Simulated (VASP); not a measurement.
# Mg8HO8 (a cell with a defect) in VASP: relaxation of the atoms with PBE

Aim: the relaxation of the atoms of Mg8HO8 (a cell with a defect) with PBE.

Program: VASP 6.6.1. These are calculated values, not measurements. Logs are shortened: lines on timing, memory, paths and dates and some standing lists are left out, and cuts for length are marked.

### Step 1. The cell of the first run

The cell holds a defect, 17 atoms: a = 5.955 Å, b = 5.955 Å, c = 5.955 Å, α = 60.00°, β = 60.00°, γ = 60.00°.

### Step 2. Relaxation of the atoms, PBE

INCAR reads:

```
SYSTEM = Mg8HO8
  PREC = Accurate
  ENCUT = 640
  EDIFF = 1E-7
  ISMEAR = 0
  SIGMA = 0.05
  LREAL = .FALSE.
  LASPH = .TRUE.
  NELM = 120
  ALGO = Normal
  ISIF = 2
  LWAVE = .FALSE.
  LCHARG = .FALSE.
  GGA = PE
  IBRION = 2
  NSW = 80
  EDIFFG = -0.03
  NELECT = 64.0
  GGA_COMPAT = .FALSE.
  NELMIN = 4
  KPAR = 2
```

KPOINTS reads:

```
Automatic mesh
0
G
  2 2 2
  0 0 0
```

POSCAR reads:

```
Mg8HO8
1.0
    0.0000000000      4.2110000000      4.2110000000
    4.2110000000      0.0000000000      4.2110000000
    4.2110000000      4.2110000000      0.0000000000
Mg O H
8 8 1
Direct
    0.0000000000      0.0000000000      0.0000000000
    0.0000000000      0.0000000000      0.5000000000
    0.0000000000      0.5000000000      0.0000000000
    0.0000000000      0.5000000000      0.5000000000
    0.5000000000      0.0000000000      0.0000000000
    0.5000000000      0.0000000000      0.5000000000
    0.5000000000      0.5000000000      0.0000000000
    0.5000000000      0.5000000000      0.5000000000
    0.2500000000      0.2500000000      0.2500000000
    0.2500000000      0.2500000000      0.7500000000
    0.2500000000      0.7500000000      0.2500000000
    0.2500000000      0.7500000000      0.7500000000
    0.7500000000      0.2500000000      0.2500000000
    0.7500000000      0.2500000000      0.7500000000
    0.7500000000      0.7500000000      0.2500000000
    0.7500000000      0.7500000000      0.7500000000
    0.6113105000      0.1232912000      0.6347906000
```

Potentials or basis: VASP PAW PBE potentials, release 64 (Mg, O, H).

Run with:

```
cat potpaw_PBE.64/Mg/POTCAR potpaw_PBE.64/O/POTCAR potpaw_PBE.64/H/POTCAR > POTCAR
mpirun -np 8 vasp_std > vasp.out
```

OUTCAR:

```text
SYSTEM = Mg8HO8
   PREC = Accurate
   ENCUT = 640
   EDIFF = 1E-7
   ISMEAR = 0
   LREAL = .FALSE.
   LASPH = .TRUE.
   NELM = 120
   ISIF = 2
   GGA = PE
   IBRION = 2
   NSW = 80
   EDIFFG = -0.03
   NELECT = 64.0
   NELMIN = 4

 ion  position               nearest neighbor table
   1  0.000  0.000  0.000-  10 2.11  11 2.11  12 2.11  13 2.11  14 2.11  15 2.11   2 2.98   3 2.98
                             5 2.98   2 2.98   4 2.98   6 2.98   3 2.98   4 2.98   7 2.98   5 2.98
   2  0.000  0.000  0.500-  17 1.89  11 2.11  12 2.11  13 2.11  14 2.11  16 2.11   9 2.11   4 2.98
                             6 2.98   1 2.98   1 2.98   3 2.98   5 2.98   3 2.98   4 2.98   8 2.98
   3  0.000  0.500  0.000-   9 2.11  10 2.11  12 2.11  13 2.11  15 2.11  16 2.11   1 2.98   4 2.98
                             7 2.98   2 2.98   4 2.98   8 2.98   1 2.98   2 2.98   5 2.98   5 2.98
   4  0.000  0.500  0.500-   9 2.11  10 2.11  11 2.11  14 2.11  15 2.11  16 2.11   2 2.98   3 2.98
                             8 2.98   1 2.98   3 2.98   7 2.98   1 2.98   2 2.98   6 2.98   6 2.98
   5  0.500  0.000  0.000-  17 1.78  10 2.11  11 2.11  14 2.11  15 2.11  16 2.11   9 2.11   6 2.98
                             7 2.98   1 2.98   2 2.98   6 2.98   8 2.98   3 2.98   7 2.98   8 2.98
   6  0.500  0.000  0.500-  17 1.80  10 2.11  12 2.11  13 2.11  15 2.11  16 2.11   9 2.11   5 2.98
                             8 2.98   2 2.98   1 2.98   5 2.98   7 2.98   4 2.98   7 2.98   8 2.98
   7  0.500  0.500  0.000-   9 2.11  11 2.11  12 2.11  13 2.11  14 2.11  16 2.11   3 2.98   5 2.98
                             8 2.98   4 2.98   6 2.98   8 2.98   1 2.98   5 2.98   6 2.98   1 2.98
   8  0.500  0.500  0.500-  17 1.83  11 2.11  12 2.11  13 2.11  14 2.11  15 2.11  10 2.11   6 2.98
                             7 2.98   4 2.98   3 2.98   5 2.98   7 2.98   2 2.98   5 2.98   6 2.98
   9  0.250  0.250  0.250-   2 2.11   3 2.11   4 2.11   5 2.11   6 2.11   7 2.11
  10  0.250  0.250  0.750-   1 2.11   3 2.11   4 2.11   5 2.11   6 2.11   8 2.11
  11  0.250  0.750  0.250-   1 2.11   2 2.11   4 2.11   5 2.11   7 2.11   8 2.11
  12  0.250  0.750  0.750-   1 2.11   2 2.11   3 2.11   6 2.11   7 2.11   8 2.11
  13  0.750  0.250  0.250-   1 2.11   2 2.11   3 2.11   6 2.11   7 2.11   8 2.11
  14  0.750  0.250  0.750-   1 2.11   2 2.11   4 2.11   5 2.11   7 2.11   8 2.11
  15  0.750  0.750  0.250-   1 2.11   3 2.11   4 2.11   5 2.11   6 2.11   8 2.11
  16  0.750  0.750  0.750-   2 2.11   3 2.11   4 2.11   5 2.11   6 2.11   7 2.11
  17  0.611  0.123  0.635-   5 1.78   6 1.80   8 1.83   2 1.89

  LATTYP: Found a face centered cubic cell.
 ALAT       =     8.4220000000

  Lattice vectors:

 A1 = (   0.0000000000,   4.2110000000,   4.2110000000)
 A2 = (   4.2110000000,   0.0000000000,   4.2110000000)
 A3 = (   4.2110000000,   4.2110000000,   0.0000000000)

Analysis of symmetry for initial positions (statically):
=====================================================================
 Subroutine PRICEL returns:
 Original cell was already a primitive cell.

 Routine SETGRP: Setting up the symmetry group for a
 face centered cubic supercell.

 Subroutine GETGRP returns: Found  1 space group operations
 (whereof  1 operations were pure point group operations)
 out of a pool of 48 trial point group operations.

The static configuration has the point symmetry C_1 .

Analysis of symmetry for dynamics (positions and initial velocities):
=====================================================================
 Subroutine PRICEL returns:
 Original cell was already a primitive cell.

 Routine SETGRP: Setting up the symmetry group for a
 face centered cubic supercell.

 Subroutine GETGRP returns: Found  1 space group operations
 (whereof  1 operations were pure point group operations)
 out of a pool of 48 trial point group operations.

The dynamic configuration has the point symmetry C_1 .

 Subroutine INISYM returns: Found  1 space group operations
 (whereof  1 operations are pure point group operations),
 and found     1 'primitive' translations

----------------------------------------------------------------------------------------

                                     Primitive cell

  volume of cell :     149.3433

  direct lattice vectors                    reciprocal lattice vectors
     0.000000000  4.211000000  4.211000000    -0.118736642  0.118736642  0.118736642
     4.211000000  0.000000000  4.211000000     0.118736642 -0.118736642  0.118736642
     4.211000000  4.211000000  0.000000000     0.118736642  0.118736642 -0.118736642

  length of vectors
     5.955253311  5.955253311  5.955253311     0.205657897  0.205657897  0.205657897

  position of ions in fractional coordinates (direct lattice)
     0.000000000  0.000000000  0.000000000
     0.000000000  0.000000000  0.500000000
     0.000000000  0.500000000  0.000000000
     0.000000000  0.500000000  0.500000000
     0.500000000  0.000000000  0.000000000
     0.500000000  0.000000000  0.500000000
[... 9 lines left out ...]
     0.750000000  0.750000000  0.750000000
[... 35 lines left out ...]
     0.059368321  0.059368321 -0.059368321     0.000000000  0.000000000  0.500000000

  Length of vectors
     0.102828948  0.102828948  0.102828948

  Shift w.r.t. Gamma in fractional coordinates (k-lattice)
     0.000000000  0.000000000  0.000000000

 Subroutine IBZKPT returns following result:
 ===========================================

 Found      8 irreducible k-points:

 Following reciprocal coordinates:
            Coordinates               Weight
  0.000000  0.000000  0.000000      1.000000
  0.500000  0.000000  0.000000      1.000000
  0.000000  0.500000  0.000000      1.000000
  0.000000  0.000000  0.500000      1.000000
  0.500000  0.500000  0.500000      1.000000
  0.500000  0.500000  0.000000      1.000000
  0.000000  0.500000  0.500000      1.000000
  0.500000  0.000000  0.500000      1.000000
   k-points           NKPTS =      8   k-points in BZ     NKDIM =      8   number of bands    NBANDS=     44
   number of dos      NEDOS =    301   number of ions     NIONS =     17
   total plane-waves  NPLWV = 125000
   dimension x,y,z NGX =    50 NGY =   50 NGZ =   50
   dimension x,y,z NGXF=   100 NGYF=  100 NGZF=  100
   ions per type =               8   8   1
   NGX,Y,Z   is equivalent  to a cutoff of  13.96, 13.96, 13.96 a.u.
   NGXF,Y,Z  is equivalent  to a cutoff of  27.92, 27.92, 27.92 a.u.
 SYSTEM =  Mg8HO8
   PREC   = accura    normal or accurate (medium, high low for compatibility)
   ISTART =      0    job   : 0-new  1-cont  2-samecut
   ICHARG =      2    charge: 1-file 2-atom 10-const
   ISPIN  =      1    spin polarized calculation?
   LNONCOLLINEAR =      F non collinear calculations
   LSORBIT =      F    spin-orbit coupling
   LASPH  =      T    aspherical Exc in radial PAW
   ENCUT  =  640.0 eV  47.04 Ry    6.86 a.u.  12.28 12.28 12.28*2*pi/ulx,y,z
   NELM   =    120;   NELMIN=  4; NELMDL= -5     # of ELM steps
   EDIFF  = 0.1E-06   stopping-criterion for ELM
   LREAL  =      F    real-space projection
   EDIFFG = -.3E-01   stopping-criterion for IOM
   NSW    =     80    number of steps for IOM
   IBRION =      2    ionic relax: 0-MD 1-quasi-New 2-CG
   NFREE  =      1    steps in history (QN), initial steepest desc. (CG)
   ISIF   =      2    stress and relaxation
   ISYM   =      2    0-nonsym 1-usesym 2-fastsym
   POTIM  = 0.5000    time-step for ionic-motion
   TEBEG  =    0.0;   TEEND  =   0.0 temperature during run
   PSTRESS=    0.0 pullay stress
   NELECT =      64.0000    total number of electrons
   NUPDOWN=      -1.0000    fix difference up-down
   EMIN   =  10.00;   EMAX   =-10.00  energy-range for DOS
   EFERMI =   0.00;   METHOD = LEGACY
   ISMEAR =     0;   SIGMA  =   0.05  broadening in eV -4-tet -1-fermi 0-gaus
   EFERMI_NEDOS =   21; number of points for ismear=-14 and -15
   IALGO  =     38    algorithm
   IMIX   =      4    mixing-type and parameters
     AMIX     =   0.40;   BMIX     =  1.00
     AMIX_MAG =   1.60;   BMIX_MAG =  1.00
  volume/ion in A,a.u.               =       8.78        59.28
  Fermi-wavevector in a.u.,A,eV,Ry     =   1.234259  2.332411 20.727046  1.523395
  Thomas-Fermi vector in A             =   2.368956
   LORBIT       =      0    0 simple, 1 ext, 2 COOP (PROOUT), +10 PAW based schemes
   GGA     = PE    functional components
   LHFCALC =     F    Hartree Fock is set to
   AEXX    =    0.0000 exact exchange contribution
   IVDW    =     0    specifies the selected vdW correction
   LEPSILON=     F    determine dielectric tensor
   LRPA    =     F    only Hartree local field effects (RPA)
 conjugate gradient relaxation of ions
 non-spin polarized calculation
 Gauss-broadening in eV      SIGMA  =   0.05
  energy-cutoff  :      640.00
  volume of cell :      149.34
 maximum number of plane-waves:      5577
 NGX is ok and might be reduce to    50
   NGX = 25   NGY = 25   NGZ = 25

--------------------------------------- Ionic step        1  -------------------------------------------

 number of electron      63.9999992 magnetization

 Free energy of the ion-electron system (eV)
  ---------------------------------------------------
  ext. energy  EPLUGINS =         0.00000000
  ---------------------------------------------------
  free energy    TOTEN  =      -100.14228646 eV

  energy without entropy =     -100.14228646  energy(sigma->0) =     -100.14228646

------------------------ aborting loop because EDIFF is reached ----------------------------------------

  FORCE on cell =-STRESS in cart. coord.  units (eV):
  Direction    XX          YY          ZZ          XY          YZ          ZX
  --------------------------------------------------------------------------------------
  -------------------------------------------------------------------------------------
  Total       -1.9165166     -1.9112498     -1.9341495      0.9640873     -0.4995287      0.2272229
  in kB      -20.5606789    -20.5041762    -20.7498474     10.3428737     -5.3590191      2.4376818
  external PRESSURE =     -20.6049008 kB  Pullay stress =       0.0000000 kB
[... 134 lines left out ...]
  FREE ENERGIE OF THE ION-ELECTRON SYSTEM (eV)
  ---------------------------------------------------
  free  energy   TOTEN  =      -100.8086899982 eV

  energy  without entropy=     -100.8086899982  energy(sigma->0) =     -100.80869000

[... ionic steps 4 to 46 ...]

--------------------------------------- Ionic step       47  -------------------------------------------

 number of electron      63.9999999 magnetization

------------------------ aborting loop because EDIFF is reached ----------------------------------------
[... 97 lines left out ...]
--------------------------------------- Ionic step       49  -------------------------------------------

 number of electron      63.9999999 magnetization

 Free energy of the ion-electron system (eV)
  ---------------------------------------------------
  ext. energy  EPLUGINS =         0.00000000
  ---------------------------------------------------
  free energy    TOTEN  =      -102.17886386 eV

  energy without entropy =     -102.17886386  energy(sigma->0) =     -102.17886386

 E-fermi :   3.6123     XC(G=0): -11.0552

 val. band max:        3.3263084140   @ k =   0.0000   0.0000   0.0000
 cond. band min:       7.5451833507   @ k =   0.0000   0.0000   0.0000
 fundamental gap:      4.2188749367
 Fermi energy:         3.6122868957

 k-point     1 :       0.0000    0.0000    0.0000
  band No.  band energies     occupation
      1     -16.5935      2.00000
      2     -13.7265      2.00000
      3     -12.8231      2.00000
      4     -12.4628      2.00000
      5     -12.4532      2.00000
      6     -12.4499      2.00000
[... 409 lines left out ...]
  FREE ENERGIE OF THE ION-ELECTRON SYSTEM (eV)
  ---------------------------------------------------
  free  energy   TOTEN  =      -102.1788638616 eV

  energy  without entropy=     -102.1788638616  energy(sigma->0) =     -102.17886386

 reached required accuracy - stopping structural energy minimisation
```

It took 4.2 min on 8 MPI ranks of Intel Xeon 6975P-C (Granite Rapids), shared host; peak memory 0.23 GiB.

What came out:

- Free energy: -102.1789 eV
- Largest force after relaxing: 0.030 eV/Å

Forces in eV/Å, atoms in the order of the input:
```
Mg   0.000  0.000 -0.018
Mg  -0.007  0.008  0.000
Mg   0.005  0.002  0.004
Mg  -0.003 -0.006  0.006
Mg   0.003  0.012 -0.005
Mg  -0.015 -0.003 -0.003
Mg  -0.011  0.010  0.004
Mg   0.004 -0.004  0.029
O    0.013 -0.015 -0.022
O   -0.013  0.013 -0.005
O    0.015 -0.012  0.000
O    0.006 -0.015  0.004
O    0.002  0.009 -0.005
O   -0.009 -0.001 -0.001
O    0.012 -0.007 -0.002
O   -0.010  0.008 -0.003
H    0.008 -0.001  0.016
```

Final structure:
```
CELL_PARAMETERS angstrom
0.00000 4.21100 4.21100
4.21100 0.00000 4.21100
4.21100 4.21100 0.00000
ATOMIC_POSITIONS crystal
Mg 0.00897 0.98971 0.00081
Mg 0.00310 0.99893 0.49912
Mg 0.00870 0.50046 0.00110
Mg 0.00865 0.50045 0.49010
Mg 0.51684 0.98024 0.02277
Mg 0.51680 0.98011 0.48039
Mg 0.50804 0.49734 0.99750
Mg 0.51632 0.52102 0.48150
O 0.25993 0.24409 0.24816
O 0.25729 0.24781 0.74757
O 0.25953 0.74765 0.24837
O 0.25944 0.74766 0.74485
O 0.75340 0.24749 0.25138
O 0.75335 0.24750 0.74802
O 0.76856 0.74311 0.24425
O 0.75252 0.75230 0.74771
H 0.45985 0.17741 0.68120
```

Caveat: the k points lie up to 0.65 Å⁻¹ apart; the cell carries a net charge on a neutralising background, which shifts energy and pressure; the cell is charged against a uniform background, so pressure and absolute levels hang on convention.
